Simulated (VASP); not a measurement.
Wanted: the native input for a VASP 6.6.1 run.

* Task: single point
* Functional: LDA
* Potentials or basis: VASP PAW LDA potentials, release 64 (Ba_sv, Li_sv, F)
* Cutoff: 520 eV
* k mesh: 6 × 6 × 6
* Occupations: gaussian, width 0.05 eV
* Spin: no spin polarisation
* Dipole correction: no
* Further INCAR settings: ALGO = Normal; EDIFF = 1e-06; NBANDS = 25

The structure of BaLiF3 lies in POSCAR:

```
BaLiF3
1.0
    4.0484103646      0.0000000000      0.0000000000
    0.0000000000      4.0484103646      0.0000000000
    0.0000000000      0.0000000000      3.9885816400
Ba Li F
1 1 3
Direct
    0.0000000000      0.0000000000      0.0000000000
    0.5000000000      0.5000000000      0.5000000000
    0.0000000000      0.5000000000      0.5000000000
    0.5000000000      0.5000000000      0.0000000000
    0.5000000000      0.0000000000      0.5000000000
```

This cell differs from its parent crystal: strain +0.015 along x and y, +0.000 along z.

These files were run (other wordings do the same):

INCAR

```
PREC = Accurate ; ENCUT = 520
EDIFF = 1E-6 ; ISMEAR = 0
SIGMA = 0.05 ; LREAL = False
LASPH = True ; NELM = 60
ALGO = Normal ; ISIF = 2
LWAVE = False ; LCHARG = True
LELF = True ; LVHAR = True
NBANDS = 25
```

KPOINTS

```
Automatic mesh
0
Gamma
  6 6 6
```

Potentials or basis: VASP PAW LDA potentials, release 64 (Ba_sv, Li_sv, F).

Run with:

```bash
$ cat potpaw_LDA.64/Ba_sv/POTCAR potpaw_LDA.64/Li_sv/POTCAR potpaw_LDA.64/F/POTCAR > POTCAR
$ mpirun -np 1 vasp_std > vasp.out
```

Results of the run:

- Band gap on the k mesh: 6.35 eV

Caveat: the cell differs from its parent crystal (strain +0.015 along x and y, +0.000 along z); spin-orbit coupling is left out, which moves the levels of the heavy elements.

Run time: 24 s on 1 thread of Intel(R) Xeon(R) 6975P-C (Granite Rapids), on a shared host, peak memory 0.18 GiB.
